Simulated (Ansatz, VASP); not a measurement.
## GdO2: VASP beside Ansatz

The input INCAR:

```
SYSTEM = GdO2
ALGO     = Normal         ! electronic algorithm
EDIFF    = 1E-6           ! SCF threshold, eV
ENCUT    = 520            ! plane-wave cutoff, eV
GGA      = CA             ! functional
ISIF     = 2              ! what is computed and relaxed
ISMEAR   = 1              ! smearing method
ISPIN    = 2              ! spin polarisation
LASPH    = .True.         ! aspherical terms in the spheres
LCHARG   = .False.        ! write CHGCAR
LDAU     = .True.         ! DFT+U
LDAUJ    = 0 0          
LDAUL    = 3 -1           ! shell
LDAUPRINT= 1            
LDAUTYPE = 2            
LDAUU    = 7 0            ! U, eV
LMAXMIX  = 6              ! l up to which the mixer works
LORBIT   = 11             ! projections on sites
LREAL    = .False.        ! projectors in reciprocal space
LWAVE    = .False.        ! write WAVECAR
MAGMOM   = 7 -7 0 0 0 0   ! initial moments
NBANDS   = 43             ! bands
NELM     = 150            ! most SCF steps
PREC     = Accurate       ! precision mode
SIGMA    = 0.05           ! smearing width, eV
```

The input KPOINTS:

```
k-points
0
Gamma
  7 7 4
  0 0 0
```

File POSCAR:

```
GdO2
1.0
    3.3733800000      0.0000000000      0.0000000000
    0.0000000000      3.3733800000      0.0000000000
    0.0000000000      0.0000000000      6.4654440000
Gd O
2 4
Direct
    0.0000000000      0.5000000000      0.7321130000
    0.5000000000      0.0000000000      0.2678870000
    0.0000000000      0.0000000000      0.0000000000
    0.5000000000      0.5000000000      0.0000000000
    0.5000000000      0.0000000000      0.6354200000
    0.0000000000      0.5000000000      0.3645800000
```

Input for Ansatz:

```yaml
crystal:
  lattice:
    - [3.37338, 0.0, 0.0]
    - [0.0, 3.37338, 0.0]
    - [0.0, 0.0, 6.465444]
  atoms:
    - { symbol: Gd, position: [0.0, 0.5, 0.7321129999999999], spin: 7.0 }
    - { symbol: Gd, position: [0.5, 0.0, 0.267887], spin: -7.0 }
    - { symbol: O, position: [0.0, 0.0, 0.0], spin: 0.0 }
    - { symbol: O, position: [0.5, 0.5, 0.0], spin: 0.0 }
    - { symbol: O, position: [0.5, 0.0, 0.6354200000000001], spin: 0.0 }
    - { symbol: O, position: [0.0, 0.5, 0.36458], spin: 0.0 }
kpoints:
  mp_grid:
    grid: [7, 7, 4]
hamiltonian:
  xc: lda
  hubbard:
    - { species: Gd, l: f, u_eff: 7.0 }
magnetization:
  spin_polarized: true
scf:
  convergence:
    dr2_threshold: 1.0e-07
  occupations:
    method: methfessel_paxton
    width: 0.05
output:
  eigenvalues: true
```

Alike in both runs: task single point; functional LDA; k mesh 7 × 7 × 4; occupations methfessel-paxton of order 1, width 0.05 eV; collinear spin; Hubbard terms Gd f U = 7.0 eV.

```csv
,VASP,Ansatz
version,VASP 6.6.1,Ansatz 0.2.0
potentials or method,"VASP PAW PBE potentials, release 64 (Gd, O)","plane waves, PAW"
plane-wave cutoff (eV),520,420
valence electrons in the cell,60,60
```

```csv
,VASP,Ansatz,Ansatz less VASP
gap on the k mesh at the Fermi level (eV),none,none,-
net moment per atom (μB),0.00,0.00,0.000
size of the moment on the site where the two differ most (μB),6.87,6.88,+0.011
```

VASP's potentials were made for PBE, not for LDA. LDA's correlation is that of Perdew and Zunger in VASP and of Perdew and Wang (1992) in Ansatz. Site moments also hang on the region over which each program counts them. The programs project onto different local orbitals, so the same U acts differently, and such runs can settle in different states. A gap of «none» marks a metal or a gap that the smearing closes. Ansatz's warnings: filled band counts differ across k points, stability check not made.

Neither program's run includes spin-orbit coupling.
